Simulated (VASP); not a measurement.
Crystal: Si2Ni.

```
CELL_PARAMETERS angstrom
0.00000 2.69750 2.69750
2.69750 0.00000 2.69750
2.69750 2.69750 0.00000
ATOMIC_POSITIONS crystal
Si 0.25000 0.25000 0.25000
Si 0.75000 0.75000 0.75000
Ni 0.00000 0.00000 0.00000
```

```yaml
Program: VASP 6.6.1
Task: relaxation of cell and atoms
Functional: PBE
Potentials_or_basis: VASP PAW PBE potentials, release 64 (Si, Ni)
Cutoff: 600 eV
k_mesh: 14 × 14 × 14
Occupations: gaussian, width 0.1 eV
Spin: no spin polarisation
```

At the start: pressure 4.2 GPa; volume 13.09 Å³/atom.

Where does the relaxation end?

Over 7 steps the energy falls by 5.0 meV/atom and the volume is 13.47 Å³/atom (+2.9 %); space group Fm-3m (No. 225, to 0.05 Å).

The path:
| step | energy change (eV) | largest force (eV/Å) | pressure (GPa) | volume (Å³) |
| --- | --- | --- | --- | --- |
| 1 | 0.0000 | 0.0000 | 4.20 | 39.26 |
| 2 | -0.0072 | 0.0000 | -2.96 | 41.24 |
| 3 | -0.0150 | 0.0000 | 0.10 | 40.41 |
| 4 | -0.0150 | 0.0000 | -0.12 | 40.43 |
| 5 | -0.0150 | 0.0000 | 0.08 | 40.38 |
| 6 | -0.0150 | 0.0000 | 0.11 | 40.39 |
| 7 | -0.0150 | 0.0000 | -0.04 | 40.41 |

Final structure:
```
Si Ni
1.0
     0.00000    2.72362    2.72362
     2.72362    0.00000    2.72362
     2.72362    2.72362    0.00000
Si Ni
2 1
Direct
  0.25000 0.25000 0.25000
  0.75000 0.75000 0.75000
  0.00000 0.00000 0.00000
```
